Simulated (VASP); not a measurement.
# LiRu (R-3m) in VASP: a series of runs

The runs below take LiRu through single point, with PBE.

All numbers are computed with VASP 6.6.1; they aren't measurements. Logs are shortened: lines on timing, memory, paths and dates and some standing lists are left out, and cuts for length are marked.

### Step 1. The cell of the first run

Symmetry: R-3m, No. 166, trigonal system. The conventional cell has a = 2.462 Å, b = 2.462 Å, c = 14.554 Å, α = 90.00°, β = 90.00°, γ = 120.00°. Within 3.3 Å of Li (site symmetry -3m) lie 6 Li at 2.46 Å and 6 Ru at 2.81 Å. Ru (site symmetry -3m) has 6 Ru at 2.46 Å and 6 Li at 2.81 Å within 3.3 Å.

The cell was built from a structure type or drawn by symmetry, and may not be a known phase.

### Step 2. Single point, PBE

File INCAR:

```
PREC     = Accurate       # precision mode
ENCUT    = 520            # plane-wave cutoff, eV
EDIFF    = 1E-6           # SCF threshold, eV
ISMEAR   = 0              # smearing method
SIGMA    = 0.1            # smearing width, eV
LREAL    = False          # projectors in reciprocal space
LASPH    = True           # aspherical terms in the spheres
NELM     = 60             # most SCF steps
ALGO     = Normal         # electronic algorithm
ISIF     = 2              # what is computed and relaxed
LWAVE    = False          # write WAVECAR
LCHARG   = False          # write CHGCAR
GGA      = PE             # functional
NBANDS   = 16             # bands
```

File KPOINTS:

```
Automatic mesh
0
Gamma
  12 12 12
```

File POSCAR:

```
LiRu
1.0
    1.2309357200      0.7106810700      4.8511920000
   -1.2309357200      0.7106810700      4.8511920000
    0.0000000000     -1.4213621400      4.8511920000
Li Ru
1 1
Direct
    0.5000000000      0.5000000000      0.5000000000
    0.0000000000      0.0000000000      0.0000000000
```

Potentials or basis: VASP PAW PBE potentials, release 64 (Li_sv, Ru_pv).

The run is started by

```bash
$ cat potpaw_PBE.64/Li_sv/POTCAR potpaw_PBE.64/Ru_pv/POTCAR > POTCAR
$ mpirun -np 1 vasp_std > vasp.out
```

OUTCAR:

```text
PREC = Accurate
   ENCUT = 520
   EDIFF = 1E-6
   ISMEAR = 0
   LREAL = False
   LASPH = True
   NELM = 60
   ISIF = 2
   GGA = PE

 ion  position               nearest neighbor table
   1  0.500  0.500  0.500-   2 2.81   2 2.81   2 2.81   2 2.81   2 2.81   2 2.81
   2  0.000  0.000  0.000-   1 2.81   1 2.81   1 2.81   1 2.81   1 2.81   1 2.81

  LATTYP: Found a trigonal (rhomboedric) cell.
 ALAT       =     5.0551294890
 COS(alpha) =     0.8814132476

  Lattice vectors:

 A1 = (   1.2309357200,   0.7106810700,   4.8511920000)
 A2 = (  -1.2309357200,   0.7106810700,   4.8511920000)
 A3 = (   0.0000000000,  -1.4213621400,   4.8511920000)

Analysis of symmetry for initial positions (statically):
=====================================================================
 Subroutine PRICEL returns:
 Original cell was already a primitive cell.

 Routine SETGRP: Setting up the symmetry group for a
 trigonal (rhombohedral) supercell.

 Subroutine GETGRP returns: Found 12 space group operations
 (whereof 12 operations were pure point group operations)
 out of a pool of 12 trial point group operations.

The static configuration has the point symmetry D_3d.

Analysis of symmetry for dynamics (positions and initial velocities):
=====================================================================
 Subroutine PRICEL returns:
 Original cell was already a primitive cell.

 Routine SETGRP: Setting up the symmetry group for a
 trigonal (rhombohedral) supercell.

 Subroutine GETGRP returns: Found 12 space group operations
 (whereof 12 operations were pure point group operations)
 out of a pool of 12 trial point group operations.

The dynamic configuration has the point symmetry D_3d.

 Subroutine INISYM returns: Found 12 space group operations
 (whereof 12 operations are pure point group operations),
 and found     1 'primitive' translations

----------------------------------------------------------------------------------------

                                     Primitive cell

  volume of cell :      25.4630

  direct lattice vectors                    reciprocal lattice vectors
     1.230935720  0.710681070  4.851192000     0.406195053  0.234516823  0.068711635
    -1.230935720  0.710681070  4.851192000    -0.406195053  0.234516823  0.068711635
     0.000000000 -1.421362140  4.851192000     0.000000000 -0.469033646  0.068711635

  length of vectors
     5.055129489  5.055129489  5.055129489     0.474039925  0.474039925  0.474039924

  position of ions in fractional coordinates (direct lattice)
     0.500000000  0.500000000  0.500000000
     0.000000000  0.000000000  0.000000000

  ion indices of the primitive-cell ions
   primitive index   ion index
                 1           1
                 2           2

----------------------------------------------------------------------------------------

 KPOINTS: Automatic mesh

Automatic generation of k-mesh.
 Grid dimensions read from file:
 generate k-points for:   12   12   12

 Generating k-lattice:

  Cartesian coordinates                     Fractional coordinates (reciprocal lattice)
     0.033849588  0.019543069  0.005725970     0.083333333  0.000000000  0.000000000
    -0.033849588  0.019543069  0.005725970     0.000000000  0.083333333  0.000000000
     0.000000000 -0.039086137  0.005725970     0.000000000  0.000000000  0.083333333

  Length of vectors
     0.039503327  0.039503327  0.039503327

  Shift w.r.t. Gamma in fractional coordinates (k-lattice)
     0.000000000  0.000000000  0.000000000

 Subroutine IBZKPT returns following result:
 ===========================================

 Found    189 irreducible k-points:

 Following reciprocal coordinates:
            Coordinates               Weight
  0.000000  0.000000  0.000000      1.000000
  0.083333  0.000000  0.000000      6.000000
  0.166667  0.000000  0.000000      6.000000
  0.250000  0.000000  0.000000      6.000000
  0.333333  0.000000  0.000000      6.000000
  0.416667  0.000000  0.000000      6.000000
[... 16 lines left out ...]
  0.500000  0.166667  0.000000     12.000000
 -0.416667  0.166667 -0.000000     12.000000
 [... further k-points ...]
   k-points           NKPTS =    189   k-points in BZ     NKDIM =    189   number of bands    NBANDS=     16
   number of dos      NEDOS =    301   number of ions     NIONS =      2
   total plane-waves  NPLWV =  64000
   dimension x,y,z NGX =    40 NGY =   40 NGZ =   40
   dimension x,y,z NGXF=    80 NGYF=   80 NGZF=   80
   ions per type =               1   1
   NGX,Y,Z   is equivalent  to a cutoff of  13.15, 13.15, 13.15 a.u.
   NGXF,Y,Z  is equivalent  to a cutoff of  26.31, 26.31, 26.31 a.u.
 SYSTEM =  unknown system
   PREC   = accura    normal or accurate (medium, high low for compatibility)
   ISTART =      0    job   : 0-new  1-cont  2-samecut
   ICHARG =      2    charge: 1-file 2-atom 10-const
   ISPIN  =      1    spin polarized calculation?
   LNONCOLLINEAR =      F non collinear calculations
   LSORBIT =      F    spin-orbit coupling
   LASPH  =      T    aspherical Exc in radial PAW
   ENCUT  =  520.0 eV  38.22 Ry    6.18 a.u.   9.40  9.40  9.40*2*pi/ulx,y,z
   NELM   =     60;   NELMIN=  2; NELMDL= -5     # of ELM steps
   EDIFF  = 0.1E-05   stopping-criterion for ELM
   LREAL  =      F    real-space projection
   EDIFFG = 0.1E-04   stopping-criterion for IOM
   NSW    =      0    number of steps for IOM
   IBRION =     -1    ionic relax: 0-MD 1-quasi-New 2-CG
   NFREE  =      0    steps in history (QN), initial steepest desc. (CG)
   ISIF   =      2    stress and relaxation
   ISYM   =      2    0-nonsym 1-usesym 2-fastsym
   POTIM  = 0.5000    time-step for ionic-motion
   TEBEG  =    0.0;   TEEND  =   0.0 temperature during run
   PSTRESS=    0.0 pullay stress
   NELECT =      17.0000    total number of electrons
   NUPDOWN=      -1.0000    fix difference up-down
   EMIN   =  10.00;   EMAX   =-10.00  energy-range for DOS
   EFERMI =   0.00;   METHOD = LEGACY
   ISMEAR =     0;   SIGMA  =   0.10  broadening in eV -4-tet -1-fermi 0-gaus
   EFERMI_NEDOS =   21; number of points for ismear=-14 and -15
   IALGO  =     38    algorithm
   IMIX   =      4    mixing-type and parameters
     AMIX     =   0.40;   BMIX     =  1.00
     AMIX_MAG =   1.60;   BMIX_MAG =  1.00
  volume/ion in A,a.u.               =      12.73        85.92
  Fermi-wavevector in a.u.,A,eV,Ry     =   1.430829  2.703876 27.854838  2.047273
  Thomas-Fermi vector in A             =   2.550632
   LORBIT       =      0    0 simple, 1 ext, 2 COOP (PROOUT), +10 PAW based schemes
   GGA     = PE    functional components
   LHFCALC =     F    Hartree Fock is set to
   AEXX    =    0.0000 exact exchange contribution
   IVDW    =     0    specifies the selected vdW correction
   LEPSILON=     F    determine dielectric tensor
   LRPA    =     F    only Hartree local field effects (RPA)
 non-spin polarized calculation
 Gauss-broadening in eV      SIGMA  =   0.10
  energy-cutoff  :      520.00
  volume of cell :       25.46
 maximum number of plane-waves:       709
 NGX is ok and might be reduce to    40
   NGX = 19   NGY = 19   NGZ = 19

 number of electron      16.9999999 magnetization

 Free energy of the ion-electron system (eV)
  ---------------------------------------------------
  ext. energy  EPLUGINS =         0.00000000
  ---------------------------------------------------
  free energy    TOTEN  =       -10.36047927 eV

  energy without entropy =      -10.34950604  energy(sigma->0) =      -10.35499265

 E-fermi :   7.9163     XC(G=0): -11.4461

 val. band max:        7.9115201269   @ k =   0.5000   0.1667   0.0833
 cond. band min:       7.9484743047   @ k =  -0.4167   0.2500   0.1667
 fundamental gap:      0.0369541778
 Fermi energy:         7.9162704007

 k-point     1 :       0.0000    0.0000    0.0000
  band No.  band energies     occupation
      1     -38.1304      2.00000
      2     -34.8621      2.00000
      3     -34.0863      2.00000
      4     -34.0863      2.00000
      5       1.2616      2.00000
      6       3.2700      2.00000
[... 8 lines left out ...]
     15      25.1562      0.00000
     16      28.4578      0.00000

 k-point     2 :       0.0833    0.0000    0.0000
  band No.  band energies     occupation
      1     -38.1225      2.00000
      2     -34.8436      2.00000
      3     -34.2122      2.00000
      4     -34.1146      2.00000
      5       1.6060      2.00000
      6       3.4256      2.00000
[... 8 lines left out ...]
     15      25.7645      0.00000
     16      27.0559      0.00000

 k-point     3 :       0.1667    0.0000    0.0000
  band No.  band energies     occupation
      1     -38.1009      2.00000
      2     -34.7928      2.00000
      3     -34.5493      2.00000
      4     -34.1913      2.00000
      5       2.4207      2.00000
      6       3.8167      2.00000
[... 8 lines left out ...]
     15      24.8883      0.00000
     16      26.5361      0.00000

 k-point     4 :       0.2500    0.0000    0.0000
  band No.  band energies     occupation
      1     -38.0714      2.00000
      2     -34.9951      2.00000
      3     -34.7229      2.00000
      4     -34.2948      2.00000
      5       2.7273      2.00000
      6       4.2019      2.00000
[... 8 lines left out ...]
     15      24.4676      0.00000
     16      25.3438      0.00000
[... 324 lines left out ...]
 k-point    22 :       0.4167    0.1667    0.0000
  band No.  band energies     occupation
      1     -38.0309      2.00000
      2     -35.4201      2.00000
      3     -34.6264      2.00000
      4     -34.6112      2.00000
      5       3.4385      2.00000
      6       3.9214      2.00000
[... 8 lines left out ...]
     15      22.1245      0.00000
     16      22.6970      0.00000

 k-point    23 :       0.5000    0.1667    0.0000
  band No.  band energies     occupation
      1     -38.0120      2.00000
      2     -35.6259      2.00000
      3     -34.7412      2.00000
      4     -34.5813      2.00000
      5       3.0183      2.00000
      6       3.6696      2.00000
[... 8 lines left out ...]
     15      20.1058      0.00000
     16      22.2091      0.00000

 k-point    24 :      -0.4167    0.1667   -0.0000
  band No.  band energies     occupation
      1     -38.0050      2.00000
      2     -35.6998      2.00000
      3     -34.7892      2.00000
      4     -34.5648      2.00000
      5       2.8700      2.00000
      6       3.5995      2.00000
[... 8 lines left out ...]
     15      19.0835      0.00000
     16      22.2551      0.00000

 [... further k-points ...]
[... 5 lines left out ...]
  --------------------------------------------------------------------------------------
  -------------------------------------------------------------------------------------
  Total        6.2175808      6.2175808     -1.8082144     -0.0000000      0.0000000      0.0000000
  in kB      391.2210218    391.2210226   -113.7760024     -0.0000000      0.0000000      0.0000000
  external PRESSURE =     222.8886807 kB  Pullay stress =       0.0000000 kB

 VOLUME and BASIS-vectors are now :
 -----------------------------------------------------------------------------
  energy-cutoff  :      520.00
  volume of cell :       25.46
      direct lattice vectors                 reciprocal lattice vectors
     1.230935720  0.710681070  4.851192000     0.406195053  0.234516823  0.068711635
    -1.230935720  0.710681070  4.851192000    -0.406195053  0.234516823  0.068711635
     0.000000000 -1.421362140  4.851192000     0.000000000 -0.469033646  0.068711635

 POSITION                                       TOTAL-FORCE (eV/Angst)
 -----------------------------------------------------------------------------------
      0.00000      0.00000      7.27679        -0.000000     -0.000000      0.000000
      0.00000      0.00000      0.00000         0.000000      0.000000     -0.000000
 -----------------------------------------------------------------------------------
    total drift:                               -0.000000     -0.000000     -0.000000

  FREE ENERGIE OF THE ION-ELECTRON SYSTEM (eV)
  ---------------------------------------------------
  free  energy   TOTEN  =       -10.3604792673 eV

  energy  without entropy=      -10.3495060385  energy(sigma->0) =      -10.35499265
```

It took 6.5 min on 1 thread of Intel Xeon 8259CL, shared host; peak memory 0.29 GiB.

Results:

```yaml
Free_energy: -10.3605 eV
Band_gap_on_the_k_mesh: zero (an odd number of electrons rules out a gap without spin polarisation)
```

Caveat: the cutoff is under 1.25 times the usual one of these potentials, so pressure, stress and relaxed cells hold a basis-set (Pulay) error; an empty level that is flat over the whole mesh can mark a ghost state of the potentials, or a narrow d or f band.

### Step 3. Single point, PBE

This run uses another cell than the first one, of 13.62 Å³/atom.

File INCAR:

```
ALGO = Fast
EDIFF = 1E-6
ENCUT = 520
GGA = PE
ISIF = 2
ISMEAR = 0
LASPH = True
LCHARG = True
LELF = True
LREAL = False
LVHAR = True
LWAVE = False
NBANDS = 16
NELM = 100
PREC = Accurate
SIGMA = 0.1
```

File KPOINTS:

```
k-points
0
Gamma
  12 12 12
```

File POSCAR:

```
LiRu
1.0
    1.3104125104      0.7565670156      4.5802330092
   -1.3104125104      0.7565670156      4.5802330092
    0.0000000000     -1.5131340313      4.5802330092
Li Ru
1 1
Direct
    0.5000000000      0.5000000000      0.5000000000
    0.0000000000      0.0000000000      0.0000000000
```

Potentials or basis: VASP PAW PBE potentials, release 64 (Li_sv, Ru_pv).

The run is started by

```bash
$ cat potpaw_PBE.64/Li_sv/POTCAR potpaw_PBE.64/Ru_pv/POTCAR > POTCAR
$ mpirun -np 1 vasp_std > vasp.out
```

Run time: 6.8 min. Hardware: 1 thread of Intel Xeon 8259CL, shared host; peak memory 0.27 GiB.

Results (log left out):

```
Free energy            : -10.7699 eV
Band gap on the k mesh : zero (an odd number of electrons rules out a gap without spin polarisation)
```

Levels at points of the mesh, in eV from the Fermi level:
```tsv
k point	band 6	band 7	band 8	band 9	band 10	band 11	band 12	band 13
(0.00, 0.00, 0.00)	-3.62	-1.68	-1.68	0.19	1.01	1.01	6.88	11.04
(0.50, 0.00, 0.00)	-3.76	-1.38	0.10	2.56	2.71	4.56	7.37	10.25
(0.50, 0.50, 0.00)	-3.57	-0.44	0.16	0.94	2.71	3.35	8.46	10.56
(0.50, 0.50, 0.50)	-2.60	-2.19	-1.68	-1.68	1.01	1.01	10.67	11.04
```

Caveat: the cutoff is under 1.25 times the usual one of these potentials, so pressure, stress and relaxed cells hold a basis-set (Pulay) error.
